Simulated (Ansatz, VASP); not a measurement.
Two plane-wave programs on Bi3Mo

```
Bi Mo
1.0
     5.02938    0.00000    0.00000
     0.00000    5.02938    0.00000
     0.00000    0.00000    5.02938
Bi Mo
3 1
Direct
  0.00000 0.50000 0.50000
  0.50000 0.00000 0.50000
  0.50000 0.50000 0.00000
  0.00000 0.00000 0.00000
```

Change from the starting cell: species swapped into the Dy3Al type (Pm-3m, No. 221).

Alike in both runs: task single point; functional PBE; k mesh 4 × 4 × 4; occupations gaussian, width 0.1 eV; no spin polarisation.

|  | VASP | Ansatz |
| --- | --- | --- |
| version | VASP 6.6.1 | Ansatz 0.2.0 |
| potentials or method | VASP PAW PBE potentials, release 64 (Bi_d, Mo_sv), cutoff 520 eV | scalar-relativistic, plane waves, PAW |
| valence electrons in the cell | 59 | 59 |

VASP gave:

```
gap on the k mesh at the Fermi level (eV) : none
pressure (GPa)                            : -8.7
```

Task: Estimate Ansatz's values.

Result: gap on the k mesh at the Fermi level (eV): none; pressure (GPa): -8.6.

A gap of «none» marks a metal or a gap that the smearing closes.

Spin-orbit coupling is off throughout.
